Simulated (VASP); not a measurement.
# TlCl (Pm-3m) in VASP: further runs, part 2 of 2

VASP 6.6.1. The steps go on from the part before.

## 3. Single point, PBEsol

INCAR

```
PREC     = Accurate       # precision mode
ENCUT    = 500            # plane-wave cutoff, eV
EDIFF    = 1E-6           # SCF threshold, eV
ISMEAR   = 0              # smearing method
SIGMA    = 0.01           # smearing width, eV
LREAL    = False          # projectors in reciprocal space
LASPH    = True           # aspherical terms in the spheres
NELM     = 120            # most SCF steps
ALGO     = Normal         # electronic algorithm
ISIF     = 2              # what is computed and relaxed
LWAVE    = False          # write WAVECAR
LCHARG   = False          # write CHGCAR
GGA      = PS             # functional
NBANDS   = 17             # bands
GGA_COMPAT= False
```

KPOINTS

```
Automatic mesh
0
Gamma
  5 5 5
```

POSCAR

```
TlCl
1.0
    3.8340000000      0.0000000000      0.0000000000
    0.0000000000      3.8340000000      0.0000000000
    0.0000000000      0.0000000000      3.8340000000
Tl Cl
1 1
Direct
    0.0000000000      0.0000000000      0.0000000000
    0.5000000000      0.5000000000      0.5000000000
```

Potentials or basis: VASP PAW PBE potentials, release 64 (Tl_d, Cl).

Run with:

```console
$ cat potpaw_PBE.64/Tl_d/POTCAR potpaw_PBE.64/Cl/POTCAR > POTCAR
$ mpirun -np 1 vasp_std > vasp.out
```

OUTCAR:

```text
PREC = Accurate
   ENCUT = 500
   EDIFF = 1E-6
   ISMEAR = 0
   LREAL = False
   LASPH = True
   NELM = 120
   ISIF = 2
   GGA = PS

 ion  position               nearest neighbor table
   1  0.000  0.000  0.000-   2 3.32   2 3.32   2 3.32   2 3.32   2 3.32   2 3.32   2 3.32   2 3.32

   2  0.500  0.500  0.500-   1 3.32   1 3.32   1 3.32   1 3.32   1 3.32   1 3.32   1 3.32   1 3.32

  LATTYP: Found a simple cubic cell.
 ALAT       =     3.8340000000

  Lattice vectors:

 A1 = (   3.8340000000,   0.0000000000,   0.0000000000)
 A2 = (   0.0000000000,   3.8340000000,   0.0000000000)
 A3 = (   0.0000000000,   0.0000000000,   3.8340000000)

Analysis of symmetry for initial positions (statically):
=====================================================================
 Subroutine PRICEL returns:
 Original cell was already a primitive cell.

 Routine SETGRP: Setting up the symmetry group for a
 simple cubic supercell.

 Subroutine GETGRP returns: Found 48 space group operations
 (whereof 48 operations were pure point group operations)
 out of a pool of 48 trial point group operations.

The static configuration has the point symmetry O_h .

Analysis of symmetry for dynamics (positions and initial velocities):
=====================================================================
 Subroutine PRICEL returns:
 Original cell was already a primitive cell.

 Routine SETGRP: Setting up the symmetry group for a
 simple cubic supercell.

 Subroutine GETGRP returns: Found 48 space group operations
 (whereof 48 operations were pure point group operations)
 out of a pool of 48 trial point group operations.

The dynamic configuration has the point symmetry O_h .

 Subroutine INISYM returns: Found 48 space group operations
 (whereof 48 operations are pure point group operations),
 and found     1 'primitive' translations

[... 95 lines left out ...]
   EFERMI_NEDOS =   21; number of points for ismear=-14 and -15
   IALGO  =     38    algorithm
   IMIX   =      4    mixing-type and parameters
     AMIX     =   0.40;   BMIX     =  1.00
     AMIX_MAG =   1.60;   BMIX_MAG =  1.00
  volume/ion in A,a.u.               =      28.18       190.16
  Fermi-wavevector in a.u.,A,eV,Ry     =   1.159043  2.190273 18.277790  1.343380
  Thomas-Fermi vector in A             =   2.295639
   LORBIT       =      0    0 simple, 1 ext, 2 COOP (PROOUT), +10 PAW based schemes
   GGA     = PS    functional components
   LHFCALC =     F    Hartree Fock is set to
   AEXX    =    0.0000 exact exchange contribution
   IVDW    =     0    specifies the selected vdW correction
   LEPSILON=     F    determine dielectric tensor
   LRPA    =     F    only Hartree local field effects (RPA)
 non-spin polarized calculation
 Gauss-broadening in eV      SIGMA  =   0.01
  energy-cutoff  :      500.00
  volume of cell :       56.36
 maximum number of plane-waves:      1438
 NGX is ok and might be reduce to    28
   NGX = 13   NGY = 13   NGZ = 13

 number of electron      19.9999993 magnetization

 Free energy of the ion-electron system (eV)
  ---------------------------------------------------
  ext. energy  EPLUGINS =         0.00000000
  ---------------------------------------------------
  free energy    TOTEN  =        -6.45754057 eV

  energy without entropy =       -6.45754057  energy(sigma->0) =       -6.45754057

 E-fermi :   2.3908     XC(G=0):  -9.3688

 val. band max:        2.2799794099   @ k =   0.4000   0.0000   0.0000
 cond. band min:       5.0846575831   @ k =   0.4000   0.0000   0.0000
 fundamental gap:      2.8046781732
 Fermi energy:         2.3907902397

 k-point     1 :       0.0000    0.0000    0.0000
  band No.  band energies     occupation
      1     -11.1668      2.00000
      2      -7.3007      2.00000
      3      -7.3007      2.00000
      4      -7.0521      2.00000
      5      -7.0521      2.00000
      6      -7.0521      2.00000
[... 177 lines left out ...]
      4      -7.1739      2.00000
      5      -7.0111      2.00000
      6      -7.0111      2.00000
[... 9 lines left out ...]
     16      14.6520      0.00000
     17      19.4892      0.00000

------------------------ aborting loop because EDIFF is reached ----------------------------------------

  FORCE on cell =-STRESS in cart. coord.  units (eV):
  Direction    XX          YY          ZZ          XY          YZ          ZX
  --------------------------------------------------------------------------------------
  -------------------------------------------------------------------------------------
  Total       -0.5010796     -0.5010796     -0.5010796     -0.0000000      0.0000000      0.0000000
  in kB      -14.2449520    -14.2449520    -14.2449520     -0.0000000      0.0000000      0.0000000
  external PRESSURE =     -14.2449520 kB  Pullay stress =       0.0000000 kB

 VOLUME and BASIS-vectors are now :
 -----------------------------------------------------------------------------
  energy-cutoff  :      500.00
  volume of cell :       56.36
      direct lattice vectors                 reciprocal lattice vectors
     3.834000000  0.000000000  0.000000000     0.260824204  0.000000000  0.000000000
     0.000000000  3.834000000  0.000000000     0.000000000  0.260824204  0.000000000
     0.000000000  0.000000000  3.834000000     0.000000000  0.000000000  0.260824204

 POSITION                                       TOTAL-FORCE (eV/Angst)
 -----------------------------------------------------------------------------------
      0.00000      0.00000      0.00000         0.000000      0.000000      0.000000
      1.91700      1.91700      1.91700         0.000000      0.000000      0.000000
 -----------------------------------------------------------------------------------
    total drift:                                0.000000      0.000000      0.000000

  FREE ENERGIE OF THE ION-ELECTRON SYSTEM (eV)
  ---------------------------------------------------
  free  energy   TOTEN  =        -6.4575405744 eV

  energy  without entropy=       -6.4575405744  energy(sigma->0) =       -6.45754057
```

OSZICAR:

```text
N       E                     dE             d eps       ncg     rms          rms(c)
DAV:   1     0.957210059732E+02    0.95721E+02   -0.97914E+03   348   0.101E+03
DAV:   2    -0.340890142223E+01   -0.99130E+02   -0.96169E+02   435   0.226E+02
DAV:   3    -0.676969447991E+01   -0.33608E+01   -0.33507E+01   373   0.370E+01
DAV:   4    -0.679655006504E+01   -0.26856E-01   -0.26850E-01   444   0.382E+00
DAV:   5    -0.679689481895E+01   -0.34475E-03   -0.34474E-03   397   0.412E-01    0.319E+00
DAV:   6    -0.648393526857E+01    0.31296E+00   -0.57087E-01   399   0.406E+00    0.193E+00
DAV:   7    -0.646042486991E+01    0.23510E-01   -0.10111E-01   403   0.154E+00    0.116E+00
DAV:   8    -0.645779793980E+01    0.26269E-02   -0.17544E-02   368   0.876E-01    0.261E-01
DAV:   9    -0.645743042277E+01    0.36752E-03   -0.17340E-03   394   0.213E-01    0.100E-01
DAV:  10    -0.645755219480E+01   -0.12177E-03   -0.30887E-04   379   0.904E-02    0.547E-02
DAV:  11    -0.645754052928E+01    0.11666E-04   -0.37646E-05   418   0.319E-02    0.158E-02
DAV:  12    -0.645754057436E+01   -0.45081E-07   -0.31795E-06   383   0.108E-02
   1 F= -.64575406E+01 E0= -.64575406E+01  d E =-.127489E-56
```

It took 18 s on 1 thread of AMD EPYC 7R13, shared host; peak memory 0.13 GiB.

Results:

```yaml
Free_energy: -6.4575 eV
Pressure: -1.4 GPa
Band_gap_on_the_k_mesh: 2.80 eV, direct
```

Caveat: the PAW data sets were made with another functional, which shifts forces and pressure a little; spin-orbit coupling is left out, which moves the levels of the heavy elements. A k mesh can miss the band edges.
